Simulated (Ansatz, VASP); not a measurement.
Two plane-wave programs on Cd5HgTe6

```xyz
12
Lattice="4.6844 0.0000 0.0000 0.0000 4.6844 0.0000 0.0000 0.0000 19.8689" Properties=species:S:1:pos:R:3 pbc="T T T"
Cd    0.0000    0.0000   16.5481
Cd    0.0000    0.0000    3.3208
Cd    2.3422    2.3422    6.6281
Cd    0.0000    0.0000    9.9345
Cd    2.3422    2.3422   13.2408
Hg    2.3422    2.3422    0.0000
Te    2.3422    0.0000    1.6727
Te    0.0000    2.3422    4.9747
Te    2.3422    0.0000    8.2815
Te    0.0000    2.3422   11.5875
Te    2.3422    0.0000   14.8942
Te    0.0000    2.3422   18.1963
```

Alike in both runs: functional PBE; k mesh 8 × 8 × 2; occupations gaussian, width 0.01 eV; no spin polarisation.

Ansatz relaxed the structure, and its values are those at the end. VASP's run is a single point on that final structure, the one shown.

|  | VASP | Ansatz |
| --- | --- | --- |
| version | VASP 6.6.1 | Ansatz 0.2.0 |
| potentials or method | VASP PAW PBE potentials, release 64 (Cd, Hg, Te), cutoff 520 eV | scalar-relativistic, plane waves, PAW |
| valence electrons in the cell | 108 | 216 |

|  | VASP | Ansatz | Ansatz less VASP |
| --- | --- | --- | --- |
| gap on the k mesh at the Fermi level (eV) | 0.30 | 0.30 | +0.004 |
| least direct gap on the mesh (eV) | 0.30 | 0.30 | +0.004 |
| pressure (GPa) | 0.1 | 0.0 | -0.09 |
| rms of the force components (eV/Å) | 0.003 | 0.002 | -0.0007 |

VASP's potentials hold 108 valence electrons a cell and Ansatz's 216, so a difference there can come from the potentials and not from the codes.

Neither program's run includes spin-orbit coupling.
